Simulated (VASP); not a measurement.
Set up this calculation in VASP 6.6.1, as the native input.

* Task: single point
* Functional: r2SCAN
* Potentials or basis: VASP PAW PBE potentials, release 64 (Pt, Mn_pv)
* Cutoff: 550 eV
* k mesh: 8 × 8 × 3
* Occupations: fermi-dirac, width 0.1 eV
* Spin: collinear spin, ferromagnetic start
* Starting moments: [0.0, 0.0, 4.0] μB
* Dipole correction: no
* Further INCAR settings: ALGO = Normal; EDIFF = 1e-06; NBANDS = 28

MnPt2:

```xyz
3
Lattice="2.8584 0.0000 0.0000 -1.4292 2.4755 0.0000 0.0000 0.0000 6.5325" Properties=species:S:1:pos:R:3 pbc="T T T"
Pt    1.4292    0.8252    2.0656
Pt    0.0000    1.6503    4.4669
Mn    0.0000    0.0000    0.0000
```

One way to write it, as run:

POSCAR

```
MnPt2
1.0
    2.8584044518      0.0000000000      0.0000000000
   -1.4292022259      2.4754508696      0.0000000000
    0.0000000000      0.0000000000      6.5325040000
Pt Mn
2 1
Direct
    0.6666666667      0.3333333333      0.3162060000
    0.3333333333      0.6666666667      0.6837940000
    0.0000000000      0.0000000000      0.0000000000
```

INCAR.step1

```
  PREC = Accurate
  ENCUT = 550
  ISMEAR = -1
  SIGMA = 0.1
  LREAL = False
  LASPH = True
  NELM = 200
  ISPIN = 2
  MAGMOM = 0 0 4
  LMAXMIX = 4
  NBANDS = 28
  GGA = PE
  ALGO = Normal
  EDIFF = 1E-5
  LWAVE = True
  LCHARG = False
  GGA_COMPAT = False
```

INCAR.step2

```
  PREC = Accurate
  ENCUT = 550
  EDIFF = 1E-6
  ISMEAR = -1
  SIGMA = 0.1
  LREAL = False
  LASPH = True
  NELM = 200
  ALGO = Normal
  ISIF = 2
  LWAVE = False
  LCHARG = False
  ISPIN = 2
  MAGMOM = 0 0 4
  LORBIT = 11
  LMAXMIX = 4
  METAGGA = R2SCAN
  LMIXTAU = True
  NBANDS = 28
  ISTART = 1
  GGA_COMPAT = False
```

KPOINTS

```
Automatic mesh
0
Gamma
  8 8 3
```

Potentials or basis: VASP PAW PBE potentials, release 64 (Pt, Mn_pv).

The run is started by

```bash
$ cat potpaw_PBE.64/Pt/POTCAR potpaw_PBE.64/Mn_pv/POTCAR > POTCAR
$ cp INCAR.step1 INCAR
$ mpirun -np 1 vasp_std > vasp.out
$ cp INCAR.step2 INCAR
$ mpirun -np 1 vasp_std > vasp.out
```

It gave:

* Pressure: -2.0 GPa
* Largest force: 0.033 eV/Å
* Net moment: 4.73 μB per cell
* Site moments: Pt +0.27; Mn +4.03 μB
* Valence electrons inside the program's atomic spheres: Pt 9.26; Mn 11.54

Caveat: the PAW data sets were made with another functional, which shifts forces and pressure a little.

It took 6.9 min on 1 thread of Intel Xeon 8259CL, with other jobs on the host, peak memory 0.24 GiB.
